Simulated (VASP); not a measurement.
# BAs in VASP: notebook

The runs below take BAs through single point, with PBE.

Program: VASP 6.6.1. These are calculated values, not measurements. Logs are shortened: lines on timing, memory, paths and dates and some standing lists are left out, and cuts for length are marked.

### 1 The cell of the first run

The cell holds a wire or tube with vacuum around it, 4 atoms: a = 11.000 Å, b = 9.300 Å, c = 3.748 Å, α = 90.00°, β = 90.00°, γ = 90.00°.

### 2 Single point, PBE, collinear spin

INCAR

```
PREC     = Accurate       # precision mode
ENCUT    = 520            # plane-wave cutoff, eV
EDIFF    = 1E-7           # SCF threshold, eV
ISMEAR   = 0              # smearing method
SIGMA    = 0.05           # smearing width, eV
LREAL    = False          # projectors in reciprocal space
LASPH    = True           # aspherical terms in the spheres
NELM     = 150            # most SCF steps
ALGO     = Normal         # electronic algorithm
ISIF     = 2              # what is computed and relaxed
LWAVE    = False          # write WAVECAR
LCHARG   = False          # write CHGCAR
ISPIN    = 2              # spin polarisation
MAGMOM   = 0.5 0.5 0.5 0.5 # initial moments
LORBIT   = 11             # projections on sites
GGA      = PE             # functional
NBANDS   = 20             # bands
```

KPOINTS

```
Automatic mesh
0
Gamma
  1 1 17
```

POSCAR

```
BAs
1.0
   11.0000000000      0.0000000000      0.0000000000
    0.0000000000      9.3000000000      0.0000000000
    0.0000000000      0.0000000000      3.7481060708
B As
2 2
Direct
    0.4105565597      0.5000000000      0.0000000000
    0.5894434403      0.5000000000      0.5000000000
    0.4105565597      0.5000000000      0.5000000000
    0.5894434403      0.5000000000      0.0000000000
```

Potentials or basis: VASP PAW PBE potentials, release 64 (B, As).

Run with:

```sh
$ cat potpaw_PBE.64/B/POTCAR potpaw_PBE.64/As/POTCAR > POTCAR
$ mpirun -np 1 vasp_std > vasp.out
```

OUTCAR:

```text
PREC = Accurate
   ENCUT = 520
   EDIFF = 1E-7
   ISMEAR = 0
   LREAL = False
   LASPH = True
   NELM = 150
   ISIF = 2
   ISPIN = 2
   LORBIT = 11
   GGA = PE

 ion  position               nearest neighbor table
   1  0.411  0.500  0.000-   3 1.87   3 1.87   4 1.97
   2  0.589  0.500  0.500-   4 1.87   4 1.87   3 1.97
   3  0.411  0.500  0.500-   1 1.87   1 1.87   2 1.97   4 2.72   4 2.72
   4  0.589  0.500  0.000-   2 1.87   2 1.87   1 1.97   3 2.72   3 2.72

  LATTYP: Found a simple orthorhombic cell.
 ALAT       =     3.7481060708
 B/A-ratio  =     2.4812531514
 C/A-ratio  =     2.9348155554

  Lattice vectors:

 A1 = (   0.0000000000,   0.0000000000,  -3.7481060708)
 A2 = (   0.0000000000,   9.3000000000,   0.0000000000)
 A3 = (  11.0000000000,   0.0000000000,   0.0000000000)

Analysis of symmetry for initial positions (statically):
=====================================================================
 Subroutine PRICEL returns:
 Original cell was already a primitive cell.

 Routine SETGRP: Setting up the symmetry group for a
 simple orthorhombic supercell.

 Subroutine GETGRP returns: Found  8 space group operations
 (whereof  4 operations were pure point group operations)
 out of a pool of  8 trial point group operations.

The static configuration has the point symmetry C_2v.
 The point group associated with its full space group is D_2h.

Analysis of symmetry for dynamics (positions and initial velocities):
=====================================================================
 Subroutine PRICEL returns:
 Original cell was already a primitive cell.

 Routine SETGRP: Setting up the symmetry group for a
 simple orthorhombic supercell.

 Subroutine GETGRP returns: Found  8 space group operations
 (whereof  4 operations were pure point group operations)
 out of a pool of  8 trial point group operations.

The dynamic configuration has the point symmetry C_2v.
 The point group associated with its full space group is D_2h.

Analysis of structural, dynamic, and magnetic symmetry:
=====================================================================
 Subroutine PRICEL returns:
 Original cell was already a primitive cell.

 Routine SETGRP: Setting up the symmetry group for a
 simple orthorhombic supercell.

 Subroutine GETGRP returns: Found  8 space group operations
[... 117 lines left out ...]
   GGA     = PE    functional components
   LHFCALC =     F    Hartree Fock is set to
   AEXX    =    0.0000 exact exchange contribution
   IVDW    =     0    specifies the selected vdW correction
   LEPSILON=     F    determine dielectric tensor
   LRPA    =     F    only Hartree local field effects (RPA)
 spin polarized calculation
 Gauss-broadening in eV      SIGMA  =   0.05
  energy-cutoff  :      520.00
  volume of cell :      383.43
 maximum number of plane-waves:     10366
 NGX is ok and might be reduce to    84
   NGX = 41   NGY = 35   NGZ = 13

 number of electron      16.0000001 magnetization      -0.0001137

 number of electron      16.0000001 magnetization       0.0000017

 Free energy of the ion-electron system (eV)
  ---------------------------------------------------
  ext. energy  EPLUGINS =         0.00000000
  ---------------------------------------------------
  free energy    TOTEN  =       -17.10723928 eV

  energy without entropy =      -17.10723928  energy(sigma->0) =      -17.10723928

 E-fermi :  -3.0770     XC(G=0):  -2.6375

 val. band max:       -3.3726916189   @ k =   0.0000   0.0000   0.3529
 cond. band min:      -2.6590985121   @ k =   0.0000   0.0000   0.3529
 fundamental gap:      0.7135931069
 Fermi energy:        -3.0770375486

 spin component 1

 k-point     1 :       0.0000    0.0000    0.0000
  band No.  band energies     occupation
      1     -18.1105      1.00000
      2     -13.7379      1.00000
      3      -9.9673      1.00000
      4      -7.9152      1.00000
      5      -7.5303      1.00000
      6      -6.8758      1.00000
[... 183 lines left out ...]
      6      -5.1982      1.00000
[... 12 lines left out ...]
     19       4.3380      0.00000
     20       4.5880      0.00000
 Fermi energy:        -3.0770375486

 spin component 2

 k-point     1 :       0.0000    0.0000    0.0000
  band No.  band energies     occupation
      1     -18.1105      1.00000
      2     -13.7379      1.00000
      3      -9.9673      1.00000
      4      -7.9152      1.00000
      5      -7.5303      1.00000
      6      -6.8759      1.00000
[... 196 lines left out ...]
     19       4.3386      0.00000
     20       4.5903      0.00000

------------------------ aborting loop because EDIFF is reached ----------------------------------------

  FORCE on cell =-STRESS in cart. coord.  units (eV):
  Direction    XX          YY          ZZ          XY          YZ          ZX
  --------------------------------------------------------------------------------------
  -------------------------------------------------------------------------------------
  Total        5.5396456      0.0132468     16.1443182      0.0000000      0.0000000      0.0000000
  in kB       23.1475514      0.0553520     67.4594482      0.0000000      0.0000000      0.0000000
  external PRESSURE =      30.2207839 kB  Pullay stress =       0.0000000 kB

 VOLUME and BASIS-vectors are now :
 -----------------------------------------------------------------------------
  energy-cutoff  :      520.00
  volume of cell :      383.43
      direct lattice vectors                 reciprocal lattice vectors
    11.000000000  0.000000000  0.000000000     0.090909091  0.000000000  0.000000000
     0.000000000  9.300000000  0.000000000     0.000000000  0.107526882  0.000000000
     0.000000000  0.000000000  3.748106071     0.000000000  0.000000000  0.266801414

 POSITION                                       TOTAL-FORCE (eV/Angst)
 -----------------------------------------------------------------------------------
      4.51612      4.65000      0.00000        -0.961251      0.000000      0.000000
      6.48388      4.65000      1.87405         0.961251      0.000000      0.000000
      4.51612      4.65000      1.87405        -1.862971      0.000000      0.000000
      6.48388      4.65000      0.00000         1.862971      0.000000      0.000000
 -----------------------------------------------------------------------------------
    total drift:                                0.000000      0.000000     -0.000000

  FREE ENERGIE OF THE ION-ELECTRON SYSTEM (eV)
  ---------------------------------------------------
  free  energy   TOTEN  =       -17.1072392833 eV

  energy  without entropy=      -17.1072392833  energy(sigma->0) =      -17.10723928

 total charge

# of ion       s       p       d       tot
------------------------------------------
    1        0.728   1.167   0.000   1.895
    2        0.728   1.167   0.000   1.895
    3        1.197   1.715   0.107   3.018
    4        1.197   1.715   0.107   3.018
--------------------------------------------------
tot          3.849   5.763   0.214   9.826

 magnetization (x)

# of ion       s       p       d       tot
------------------------------------------
    1        0.000  -0.000   0.000  -0.000
    2        0.000  -0.000   0.000  -0.000
    3        0.000  -0.000  -0.000  -0.000
    4        0.000  -0.000  -0.000  -0.000
--------------------------------------------------
tot          0.000  -0.000  -0.000  -0.000
```

OSZICAR:

```text
N       E                     dE             d eps       ncg     rms          rms(c)
DAV:   1     0.103197661307E+03    0.10320E+03   -0.42481E+03   720   0.504E+02
DAV:   2    -0.470790029534E+01   -0.10791E+03   -0.95033E+02  1076   0.105E+02
[... 19 lines left out ...]
DAV:  22    -0.171072324014E+02   -0.31897E-05   -0.15595E-07   744   0.170E-03    0.435E-04
DAV:  23    -0.171072359270E+02   -0.35256E-05   -0.47056E-07   784   0.221E-03    0.368E-04
DAV:  24    -0.171072375763E+02   -0.16493E-05   -0.53020E-08   736   0.118E-03    0.203E-04
DAV:  25    -0.171072390954E+02   -0.15191E-05   -0.63167E-08   700   0.828E-04    0.976E-05
DAV:  26    -0.171072392182E+02   -0.12278E-06   -0.18447E-08   636   0.585E-04    0.442E-05
DAV:  27    -0.171072392833E+02   -0.65154E-07   -0.39203E-09   604   0.223E-04
   1 F= -.17107239E+02 E0= -.17107239E+02  d E =-.303937E-17  mag=     0.0000
```

It took 3.1 min on 1 thread of Intel Xeon 6975P-C (Granite Rapids), shared host; peak memory 0.56 GiB.

What came out:

| Property | Result |
| --- | --- |
| Free energy | -17.1072 eV |
| Largest force | 1.863 eV/Å |
| Band gap on the k mesh | 0.71 eV |
| Net moment | 0.00 μB per cell |
| Valence electrons inside the program's atomic spheres | B 1.90; As 3.02 |

Forces on the atoms (eV/Å):
```
B   -0.961  0.000  0.000
B    0.961  0.000  0.000
As  -1.863  0.000  0.000
As   1.863  0.000  0.000
```

(Part 1 of 2 ends here.)
